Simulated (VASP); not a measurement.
Input of a VASP 6.6.1 run:

The input INCAR:

```
SYSTEM = Re
ALGO     = Normal         ! electronic algorithm
EDIFF    = 1E-7           ! SCF threshold, eV
ENCUT    = 520            ! plane-wave cutoff, eV
GGA      = PE             ! functional
ISIF     = 2              ! what is computed and relaxed
ISMEAR   = 0              ! smearing method
LASPH    = .True.         ! aspherical terms in the spheres
LCHARG   = .True.         ! write CHGCAR
LELF     = .True.         ! ELF
LREAL    = .False.        ! projectors in reciprocal space
LVHAR    = .True.       
LWAVE    = .False.        ! write WAVECAR
NBANDS   = 14             ! bands
NELM     = 80             ! most SCF steps
PREC     = Accurate       ! precision mode
SIGMA    = 0.027000000000000003 ! smearing width, eV
```

Contents of KPOINTS:

```
k-points
0
Gamma
  11 11 6
  0 0 0
```

Contents of POSCAR:

```
Re
1.0
    2.7608000000      0.0000000000      0.0000000000
   -1.3804000000      2.3909229348      0.0000000000
    0.0000000000      0.0000000000      4.4582000000
Re
2
Direct
    0.6666666667      0.3333333333      0.7500000000
    0.3333333333      0.6666666667      0.2500000000
```

Potentials or basis: VASP PAW PBE potentials, release 64 (Re).

Launch:

```console
$ cat potpaw_PBE.64/Re/POTCAR > POTCAR
$ mpirun -np 1 vasp_std > vasp.out
```

(1) Predict the band gap on the k mesh.

(2) Predict the pressure.

## Answers

(1) zero (band 7 reaches 9.23 eV, above the bottom of band 8 at 6.18 eV).

(2) 5.4 GPa.

Caveat: spin-orbit coupling is left out, which moves the levels of the heavy elements.
